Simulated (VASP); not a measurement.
Input of a VASP 6.6.1 run:

File POSCAR:

```
W
1.0
    0.0000000000      0.0000000000      3.2661851600
    3.2661851600      0.0000000000      0.0000000000
    0.0000000000      3.2661851600      0.0000000000
W
2
Direct
    0.0000000000      0.0000000000      0.0000000000
    0.5000000000      0.5000000000      0.5000000000
```

Contents of INCAR.step1:

```
ALGO     = Normal         # electronic algorithm
EDIFF    = 1E-4           # SCF threshold, eV
ENCUT    = 520            # plane-wave cutoff, eV
GGA      = PE             # functional
ISMEAR   = -1             # smearing method
LASPH    = T              # aspherical terms in the spheres
LCHARG   = F              # write CHGCAR
LREAL    = F              # projectors in reciprocal space
LWAVE    = T              # write WAVECAR
NBANDS   = 21             # bands
NELM     = 100            # most SCF steps
PREC     = Accurate       # precision mode
SIGMA    = 0.1            # smearing width, eV
```

The input INCAR.step2:

```
ALGO     = Normal         # electronic algorithm
EDIFF    = 1E-7           # SCF threshold, eV
ENCUT    = 520            # plane-wave cutoff, eV
ISIF     = 2              # what is computed and relaxed
ISMEAR   = -1             # smearing method
ISTART   = 1            
LASPH    = T              # aspherical terms in the spheres
LCHARG   = F              # write CHGCAR
LMIXTAU  = T            
LREAL    = F              # projectors in reciprocal space
LWAVE    = F              # write WAVECAR
METAGGA  = R2SCAN         # meta-GGA
NBANDS   = 21             # bands
NELM     = 100            # most SCF steps
PREC     = Accurate       # precision mode
SIGMA    = 0.1            # smearing width, eV
```

File KPOINTS:

```
k-points
0
Gamma
  10 10 10
```

Potentials or basis: VASP PAW PBE potentials, release 64 (W_sv).

Run with:

```bash
$ cat potpaw_PBE.64/W_sv/POTCAR > POTCAR
$ cp INCAR.step1 INCAR
$ mpirun -np 1 vasp_std > vasp.out
$ cp INCAR.step2 INCAR
$ mpirun -np 1 vasp_std > vasp.out
```

(1) What does it give for the band gap on the k mesh?

(2) Predict the pressure.

Results:

(1) zero (bands 14 and 15 overlap by 0.95 eV).

(2) -23.3 GPa.

Caveat: the cell stands under tension; the PAW data sets were made with another functional, which shifts forces and pressure a little; spin-orbit coupling is left out, which moves the levels of the heavy elements.
